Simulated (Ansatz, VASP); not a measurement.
**Al: VASP beside Ansatz**

```
Al
1.0
     3.21264    3.21264    3.21264
    -3.21264   -3.21264    3.21264
     3.21264   -3.21264   -3.21264
Al
8
Direct
  0.89074 0.50000 0.39074
  0.00000 0.00000 0.50000
  0.00000 0.50000 0.00000
  0.00000 0.00000 0.00000
  0.50000 0.50000 0.50000
  0.50000 0.00000 0.50000
  0.50000 0.50000 0.00000
  0.50000 0.00000 0.00000
```

Alike in both runs: task single point; functional PBEsol; k mesh 10 × 10 × 10; occupations gaussian, width 0.15 eV; no spin polarisation.

|  | VASP | Ansatz |
| --- | --- | --- |
| version | VASP 6.6.1 | Ansatz 0.2.0 |
| potentials or method | VASP PAW PBE potentials, release 64 (Al), cutoff 520 eV | scalar-relativistic, plane waves, PAW |
| valence electrons in the cell | 24 | 24 |

```csv
,VASP,Ansatz,Ansatz less VASP
gap on the k mesh at the Fermi level (eV),none,none,-
pressure (GPa),4.4,4.3,-0.10
"traceless stress, the component that is largest in VASP (GPa)",-1.21,-1.20,+0.004
rms of the force components (eV/Å),0.967,0.961,-0.0059
```

VASP's potentials were made for PBE, not for PBEsol, and Ansatz warns of the same on its side. Atom by atom the forces differ by 0.006 eV/Å (rms over components). A gap of «none» marks a metal or a gap that the smearing closes. With one functional, cell and mesh, what is left measures potentials, basis and numerics.
